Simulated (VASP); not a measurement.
# Ni (P6_3/mmc) in VASP: single point with BLYP

Aim: the single point of Ni with BLYP.

Program: VASP 6.6.1. These are calculated values, not measurements. Logs are shortened: lines on timing, memory, paths and dates and some standing lists are left out, and cuts for length are marked.

## 1. The cell of the first run

Symmetry: P6_3/mmc, No. 194, hexagonal system. The conventional cell has a = 2.526 Å, b = 2.526 Å, c = 4.156 Å, α = 90.00°, β = 90.00°, γ = 120.00°. Within 3.3 Å of Ni (site symmetry -6m2) lie 12 Ni at 2.53 to 2.54 Å.

This isn't the form of Ni at room conditions, which is fcc.

## 2. Single point, BLYP, collinear spin, ferromagnetic start

Contents of INCAR:

```
PREC = Accurate
ENCUT = 520
EDIFF = 1E-6
ISMEAR = -1
SIGMA = 0.05
LREAL = F
LASPH = T
NELM = 150
ALGO = Normal
ISIF = 2
LWAVE = F
LCHARG = T
ISPIN = 2
MAGMOM = 0.666 0.666
LORBIT = 11
LMAXMIX = 4
GGA = B5
ALDAX = 1.0
AGGAX = 1.0
AGGAC = 1.0
ALDAC = 0.0
LELF = T
LVHAR = T
NBANDS = 21
```

Contents of KPOINTS:

```
Automatic mesh
0
Gamma
  23 23 13
```

Contents of POSCAR:

```
Ni
1.0
    2.5261281288      0.0000000000      0.0000000000
   -1.2630640644      2.1876911327      0.0000000000
    0.0000000000      0.0000000000      4.1563482310
Ni
2
Direct
    0.3333333333      0.6666666667      0.2500000000
    0.6666666667      0.3333333333      0.7500000000
```

Potentials or basis: VASP PAW PBE potentials, release 64 (Ni).

Started as:

```
$ cat potpaw_PBE.64/Ni/POTCAR > POTCAR
$ mpirun -np 1 vasp_std > vasp.out
```

OUTCAR:

```text
PREC = Accurate
   ENCUT = 520
   EDIFF = 1E-6
   ISMEAR = -1
   LREAL = F
   LASPH = T
   NELM = 150
   ISIF = 2
   ISPIN = 2
   LORBIT = 11
   GGA = B5

 ion  position               nearest neighbor table
   1  0.333  0.667  0.250-   2 2.54   2 2.54   2 2.54   2 2.54   2 2.54   2 2.54
   2  0.667  0.333  0.750-   1 2.54   1 2.54   1 2.54   1 2.54   1 2.54   1 2.54

  LATTYP: Found a hexagonal cell.
 ALAT       =     2.5261281288
 C/A-ratio  =     1.6453433947

  Lattice vectors:

 A1 = (   2.5261281288,   0.0000000000,   0.0000000000)
 A2 = (  -1.2630640644,   2.1876911327,   0.0000000000)
 A3 = (   0.0000000000,   0.0000000000,   4.1563482310)

Analysis of symmetry for initial positions (statically):
=====================================================================
 Subroutine PRICEL returns:
 Original cell was already a primitive cell.

 Routine SETGRP: Setting up the symmetry group for a
 hexagonal supercell.

 Subroutine GETGRP returns: Found 24 space group operations
 (whereof 12 operations were pure point group operations)
 out of a pool of 24 trial point group operations.

The static configuration has the point symmetry D_3d.
 The point group associated with its full space group is D_6h.

Analysis of symmetry for dynamics (positions and initial velocities):
=====================================================================
 Subroutine PRICEL returns:
 Original cell was already a primitive cell.

 Routine SETGRP: Setting up the symmetry group for a
 hexagonal supercell.

 Subroutine GETGRP returns: Found 24 space group operations
 (whereof 12 operations were pure point group operations)
 out of a pool of 24 trial point group operations.

The dynamic configuration has the point symmetry D_3d.
 The point group associated with its full space group is D_6h.

Analysis of structural, dynamic, and magnetic symmetry:
=====================================================================
 Subroutine PRICEL returns:
 Original cell was already a primitive cell.

 Routine SETGRP: Setting up the symmetry group for a
 hexagonal supercell.

 Subroutine GETGRP returns: Found 24 space group operations
 (whereof 12 operations were pure point group operations)
 out of a pool of 24 trial point group operations.

The overall configuration has the point symmetry D_3d.
 The point group associated with its full space group is D_6h.

 Subroutine INISYM returns: Found 24 space group operations
 (whereof 12 operations are pure point group operations),
 and found     1 'primitive' translations

----------------------------------------------------------------------------------------

                                     Primitive cell

  volume of cell :      22.9696

  direct lattice vectors                    reciprocal lattice vectors
     2.526128129  0.000000000  0.000000000     0.395862739  0.228551459  0.000000000
    -1.263064064  2.187691133  0.000000000     0.000000000  0.457102918  0.000000000
     0.000000000  0.000000000  4.156348231     0.000000000  0.000000000  0.240595817

  length of vectors
     2.526128129  2.526128129  4.156348231     0.457102918  0.457102918  0.240595817

  position of ions in fractional coordinates (direct lattice)
     0.333333333  0.666666667  0.250000000
     0.666666667  0.333333333  0.750000000

  ion indices of the primitive-cell ions
   primitive index   ion index
                 1           1
                 2           2

----------------------------------------------------------------------------------------

 KPOINTS: Automatic mesh

Automatic generation of k-mesh.
 Grid dimensions read from file:
 generate k-points for:   23   23   13

 Generating k-lattice:

  Cartesian coordinates                     Fractional coordinates (reciprocal lattice)
     0.017211423  0.009937020  0.000000000     0.043478261 -0.000000000  0.000000000
     0.000000000  0.019874040  0.000000000     0.000000000  0.043478261  0.000000000
     0.000000000  0.000000000  0.018507371     0.000000000  0.000000000  0.076923077

  Length of vectors
     0.019874040  0.019874040  0.018507371

  Shift w.r.t. Gamma in fractional coordinates (k-lattice)
     0.000000000  0.000000000  0.000000000

 Subroutine IBZKPT returns following result:
 ===========================================

 Found    392 irreducible k-points:

 Following reciprocal coordinates:
            Coordinates               Weight
  0.000000  0.000000  0.000000      1.000000
  0.043478  0.000000  0.000000      6.000000
  0.086957  0.000000  0.000000      6.000000
  0.130435 -0.000000  0.000000      6.000000
  0.173913 -0.000000  0.000000      6.000000
  0.217391  0.000000  0.000000      6.000000
[... 16 lines left out ...]
  0.478261  0.043478  0.000000      6.000000
  0.086957  0.086957  0.000000      6.000000
 [... further k-points ...]
   k-points           NKPTS =    392   k-points in BZ     NKDIM =    392   number of bands    NBANDS=     21
   number of dos      NEDOS =    301   number of ions     NIONS =      2
   total plane-waves  NPLWV =  12800
   dimension x,y,z NGX =    20 NGY =   20 NGZ =   32
   dimension x,y,z NGXF=    40 NGYF=   40 NGZF=   64
   ions per type =               2
   NGX,Y,Z   is equivalent  to a cutoff of  13.16, 13.16, 12.80 a.u.
   NGXF,Y,Z  is equivalent  to a cutoff of  26.32, 26.32, 25.60 a.u.
 SYSTEM =  unknown system
   PREC   = accura    normal or accurate (medium, high low for compatibility)
   ISTART =      0    job   : 0-new  1-cont  2-samecut
   ICHARG =      2    charge: 1-file 2-atom 10-const
   ISPIN  =      2    spin polarized calculation?
   LNONCOLLINEAR =      F non collinear calculations
   LSORBIT =      F    spin-orbit coupling
   LASPH  =      T    aspherical Exc in radial PAW
   ENCUT  =  520.0 eV  38.22 Ry    6.18 a.u.   4.70  4.70  7.73*2*pi/ulx,y,z
   NELM   =    150;   NELMIN=  2; NELMDL= -5     # of ELM steps
   EDIFF  = 0.1E-05   stopping-criterion for ELM
   LREAL  =      F    real-space projection
   EDIFFG = 0.1E-04   stopping-criterion for IOM
   NSW    =      0    number of steps for IOM
   IBRION =     -1    ionic relax: 0-MD 1-quasi-New 2-CG
   NFREE  =      0    steps in history (QN), initial steepest desc. (CG)
   ISIF   =      2    stress and relaxation
   ISYM   =      2    0-nonsym 1-usesym 2-fastsym
   POTIM  = 0.5000    time-step for ionic-motion
   TEBEG  =    0.0;   TEEND  =   0.0 temperature during run
   PSTRESS=    0.0 pullay stress
   NELECT =      20.0000    total number of electrons
   NUPDOWN=      -1.0000    fix difference up-down
   EMIN   =  10.00;   EMAX   =-10.00  energy-range for DOS
   EFERMI =   0.00;   METHOD = LEGACY
   ISMEAR =    -1;   SIGMA  =   0.05  broadening in eV -4-tet -1-fermi 0-gaus
   EFERMI_NEDOS =   21; number of points for ismear=-14 and -15
   IALGO  =     38    algorithm
   IMIX   =      4    mixing-type and parameters
     AMIX     =   0.40;   BMIX     =  1.00
     AMIX_MAG =   1.60;   BMIX_MAG =  1.00
  volume/ion in A,a.u.               =      11.48        77.50
  Fermi-wavevector in a.u.,A,eV,Ry     =   1.563269  2.954150 33.250055  2.443810
  Thomas-Fermi vector in A             =   2.666065
   LORBIT       =     11    0 simple, 1 ext, 2 COOP (PROOUT), +10 PAW based schemes
   GGA     = B5    functional components
   LHFCALC =     F    Hartree Fock is set to
   AEXX    =    0.0000 exact exchange contribution
   IVDW    =     0    specifies the selected vdW correction
   LEPSILON=     F    determine dielectric tensor
   LRPA    =     F    only Hartree local field effects (RPA)
 spin polarized calculation
  energy-cutoff  :      520.00
  volume of cell :       22.97
 maximum number of plane-waves:       634
 NGX is ok and might be reduce to    20
   NGX =  9   NGY =  9   NGZ = 15

 number of electron      20.0000009 magnetization       1.2108270

 Free energy of the ion-electron system (eV)
  ---------------------------------------------------
  ext. energy  EPLUGINS =         0.00000000
  ---------------------------------------------------
  free energy    TOTEN  =        -9.18095426 eV

  energy without entropy =       -9.14263134  energy(sigma->0) =       -9.16179280

 E-fermi :   9.0919     XC(G=0): -12.3507

 val. band max:        9.0908842569   @ k =   0.3478   0.0435   0.3077
 cond. band min:       9.0920791903   @ k =   0.3913   0.0870   0.2308
 fundamental gap:      0.0011949334
 Fermi energy:         9.0919040506

 spin component 1

 k-point     1 :       0.0000    0.0000    0.0000
  band No.  band energies     occupation
      1       0.5862      1.00000
      2       4.5856      1.00000
      3       6.8031      1.00000
      4       6.9064      1.00000
      5       6.9064      1.00000
      6       7.1449      1.00000
[... 13 lines left out ...]
     20      34.3827      0.00000
     21      38.7979      0.00000

 k-point     2 :       0.0435    0.0000    0.0000
  band No.  band energies     occupation
      1       0.6499      1.00000
      2       4.6249      1.00000
      3       6.7622      1.00000
      4       6.9329      1.00000
      5       6.9412      1.00000
      6       7.1310      1.00000
[... 13 lines left out ...]
     20      35.7798      0.00000
     21      38.1724      0.00000

 k-point     3 :       0.0870    0.0000    0.0000
  band No.  band energies     occupation
      1       0.8398      1.00000
      2       4.7382      1.00000
      3       6.6781      1.00000
      4       7.0030      1.00000
      5       7.0112      1.00000
      6       7.0993      1.00000
[... 13 lines left out ...]
     20      36.7030      0.00000
     21      37.1700      0.00000
[... 457 lines left out ...]
 k-point    23 :       0.4783    0.0435    0.0000
  band No.  band energies     occupation
      1       4.9650      1.00000
      2       5.1042      1.00000
      3       5.3901      1.00000
      4       6.8596      1.00000
      5       6.9200      1.00000
      6       6.9564      1.00000
[... 13 lines left out ...]
     20      32.2265      0.00000
     21      36.5911      0.00000

 k-point    24 :       0.0870    0.0870    0.0000
  band No.  band energies     occupation
      1       1.3359      1.00000
      2       5.0086      1.00000
      3       6.5071      1.00000
      4       6.9058      1.00000
      5       6.9999      1.00000
      6       7.1291      1.00000
[... 13 lines left out ...]
     20      35.8432      0.00000
     21      36.2428      0.00000

 [... further k-points ...]

 spin component 2

 k-point     1 :       0.0000    0.0000    0.0000
  band No.  band energies     occupation
      1       0.5775      1.00000
      2       4.9773      1.00000
      3       7.4752      1.00000
      4       7.5417      1.00000
      5       7.5417      1.00000
      6       7.7964      1.00000
[... 13 lines left out ...]
     20      34.4764      0.00000
     21      38.8881      0.00000

 k-point     2 :       0.0435    0.0000    0.0000
  band No.  band energies     occupation
      1       0.6413      1.00000
      2       5.0192      1.00000
      3       7.4152      1.00000
      4       7.5693      1.00000
      5       7.5941      1.00000
      6       7.7809      1.00000
[... 13 lines left out ...]
     20      35.8402      0.00000
     21      38.1328      0.00000

 k-point     3 :       0.0870    0.0000    0.0000
  band No.  band energies     occupation
      1       0.8315      1.00000
      2       5.1405      1.00000
      3       7.3142      1.00000
      4       7.6510      1.00000
      5       7.6653      1.00000
      6       7.7479      1.00000
[... 13 lines left out ...]
     20      36.8034      0.00000
     21      37.2651      0.00000
[... 457 lines left out ...]
 k-point    23 :       0.4783    0.0435    0.0000
  band No.  band energies     occupation
      1       5.3170      1.00000
      2       5.5978      1.00000
      3       5.8454      1.00000
      4       7.2581      1.00000
      5       7.4433      1.00000
      6       7.4949      1.00000
[... 13 lines left out ...]
     20      32.3177      0.00000
     21      36.6418      0.00000

 k-point    24 :       0.0870    0.0870    0.0000
  band No.  band energies     occupation
      1       1.3292      1.00000
      2       5.4324      1.00000
      3       7.1200      1.00000
      4       7.3253      1.00000
      5       7.6334      1.00000
      6       7.8052      1.00000
[... 13 lines left out ...]
     20      35.9058      0.00000
     21      36.3929      0.00000

 [... further k-points ...]

------------------------ aborting loop because EDIFF is reached ----------------------------------------

  FORCE on cell =-STRESS in cart. coord.  units (eV):
  Direction    XX          YY          ZZ          XY          YZ          ZX
  --------------------------------------------------------------------------------------
  -------------------------------------------------------------------------------------
  Total       -0.0091130     -0.0091130      0.0277231     -0.0000000      0.0000000      0.0000000
  in kB       -0.6356479     -0.6356479      1.9337473     -0.0000000      0.0000000      0.0000000
  external PRESSURE =       0.2208172 kB  Pullay stress =       0.0000000 kB

 VOLUME and BASIS-vectors are now :
 -----------------------------------------------------------------------------
  energy-cutoff  :      520.00
  volume of cell :       22.97
      direct lattice vectors                 reciprocal lattice vectors
     2.526128129  0.000000000  0.000000000     0.395862739  0.228551459  0.000000000
    -1.263064064  2.187691133  0.000000000     0.000000000  0.457102918  0.000000000
     0.000000000  0.000000000  4.156348231     0.000000000  0.000000000  0.240595817

 POSITION                                       TOTAL-FORCE (eV/Angst)
 -----------------------------------------------------------------------------------
     -0.00000      1.45846      1.03909        -0.000000      0.000000      0.000000
      1.26306      0.72923      3.11726         0.000000     -0.000000      0.000000
 -----------------------------------------------------------------------------------
    total drift:                               -0.000000      0.000000     -0.000000

  FREE ENERGIE OF THE ION-ELECTRON SYSTEM (eV)
  ---------------------------------------------------
  free  energy   TOTEN  =        -9.1809542562 eV

  energy  without entropy=       -9.1426313388  energy(sigma->0) =       -9.16179280

 total charge

# of ion       s       p       d       tot
------------------------------------------
    1        0.478   0.437   8.352   9.266
    2        0.478   0.437   8.352   9.266
--------------------------------------------------
tot          0.955   0.874  16.703  18.533

 magnetization (x)

# of ion       s       p       d       tot
------------------------------------------
    1       -0.005  -0.022   0.645   0.618
    2       -0.005  -0.022   0.645   0.618
--------------------------------------------------
tot         -0.010  -0.043   1.290   1.236
```

Run time: 4.8 min. Hardware: 1 thread of Intel Xeon Platinum 8259CL at 2.50GHz (Skylake/Cascade Lake), shared host; peak memory 0.35 GiB.

Results:

```
Free energy                                           : -9.1810 eV
Pressure                                              : 0.0 GPa
Net moment                                            : 1.21 μB per cell
Site moments                                          : Ni +0.62 μB
Valence electrons inside the program's atomic spheres : Ni 9.27
```

Caveat: the PAW data sets were made with another functional, which shifts forces and pressure a little.
